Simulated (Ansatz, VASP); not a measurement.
One calculation of ZnO, two programs

INCAR

```
PREC = Accurate
ENCUT = 520
EDIFF = 1E-7
ISMEAR = -1
SIGMA = 0.02
LREAL = F
LASPH = T
NELM = 100
ALGO = Normal
ISIF = 2
LWAVE = F
LCHARG = F
GGA = PE
NBANDS = 16
```

File KPOINTS:

```
regular mesh
0
Gamma
  10 10 10
```

POSCAR

```
ZnO
1.0
    0.0000000000      2.1337703864      2.1337703864
    2.1337703864      0.0000000000      2.1337703864
    2.1337703864      2.1337703864      0.0000000000
Zn O
1 1
Direct
    0.0000000000      0.0000000000      0.0000000000
    0.5000000000      0.5000000000      0.5000000000
```

Input for Ansatz:

```yaml
crystal:
  lattice:
    - [0.0, 2.1337703864, 2.1337703864]
    - [2.1337703864, 0.0, 2.1337703864]
    - [2.1337703864, 2.1337703864, 0.0]
  atoms:
    - { symbol: Zn, position: [0.0, 0.0, 0.0] }
    - { symbol: O, position: [0.5, 0.5, 0.5] }
kpoints:
  mp_grid: { grid: [10, 10, 10] }
  band_path:
    path:
      - [0.0, 0.0, 0.0]
      - [0.5, 0.0, 0.5]
      - [0.625, 0.25, 0.625]
      - [0.375, 0.375, 0.75]
      - [0.5, 0.5, 0.5]
      - [0.5, 0.25, 0.75]
    npoints: 1
hamiltonian:
  xc: pbe
scf:
  occupations: { method: fermi_dirac, width: 0.02 }
  n_extra_bands: 4
output:
  forces: true
  stress: true
  eigenvalues: true
```

Alike in both runs: task single point; functional PBE; k mesh 10 × 10 × 10; occupations fermi-dirac, width 0.02 eV; no spin polarisation.

```csv
,VASP,Ansatz
version,VASP 6.6.1,Ansatz 0.2.0
potentials or method,"VASP PAW PBE potentials, release 64 (Zn, O)","plane waves, PAW"
plane-wave cutoff (eV),520,420
valence electrons in the cell,18,18
```

|  | VASP | Ansatz | Ansatz less VASP |
| --- | --- | --- | --- |
| gap on the k mesh at the Fermi level (eV) | 0.92 | 0.95 | +0.033 |
| pressure (GPa) | 9.1 | 8.0 | -1.19 |
